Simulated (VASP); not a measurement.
Wanted: the native input for a VASP 6.6.1 run.

```yaml
Task: single point
Functional: LDA
Potentials_or_basis: VASP PAW LDA potentials, release 64 (As)
Cutoff: 520 eV
k_mesh: 9 × 9 × 1
Occupations: gaussian, width 0.02 eV
Spin: no spin polarisation
Dipole_correction: yes
Further_INCAR_settings: ALGO = Normal; EDIFF = 1e-06; NBANDS = 12
```

The structure of As lies in POSCAR:

```
As
1.0
    3.6330000000      0.0000000000      0.0000000000
   -1.8165000000      3.1462702920      0.0000000000
    0.0000000000      0.0000000000     28.0000000000
As
2
Direct
    0.3333333333      0.6666666667      0.5264285714
    0.6666666667      0.3333333333      0.4735714286
```

The input as run:

INCAR

```
SYSTEM = As
PREC     = Accurate       ! precision mode
ENCUT    = 520            ! plane-wave cutoff, eV
EDIFF    = 1E-6           ! SCF threshold, eV
ISMEAR   = 0              ! smearing method
SIGMA    = 0.02           ! smearing width, eV
LREAL    = .FALSE.        ! projectors in reciprocal space
LASPH    = .TRUE.         ! aspherical terms in the spheres
NELM     = 60             ! most SCF steps
ALGO     = Normal         ! electronic algorithm
ISIF     = 2              ! what is computed and relaxed
LWAVE    = .FALSE.        ! write WAVECAR
LCHARG   = .FALSE.        ! write CHGCAR
LDIPOL   = .TRUE.       
IDIPOL   = 3            
DIPOL    = 0.5 0.5 0.500
NBANDS   = 12             ! bands
```

KPOINTS

```
Automatic mesh
0
G
  9 9 1
  0 0 0
```

Potentials or basis: VASP PAW LDA potentials, release 64 (As).

The run is started by

```console
$ cat potpaw_LDA.64/As/POTCAR > POTCAR
$ mpirun -np 1 vasp_std > vasp.out
```

Results of the run:

| Item | Value |
| --- | --- |
| Largest force | 1.459 eV/Å |
| Band gap on the k mesh | 1.23 eV, indirect (least direct gap 1.64 eV) |

It took 78 s on 1 thread of Intel(R) Xeon(R) Platinum 8375C CPU @ 2.90GHz (Ice Lake) (shared host), peak memory 0.31 GiB.
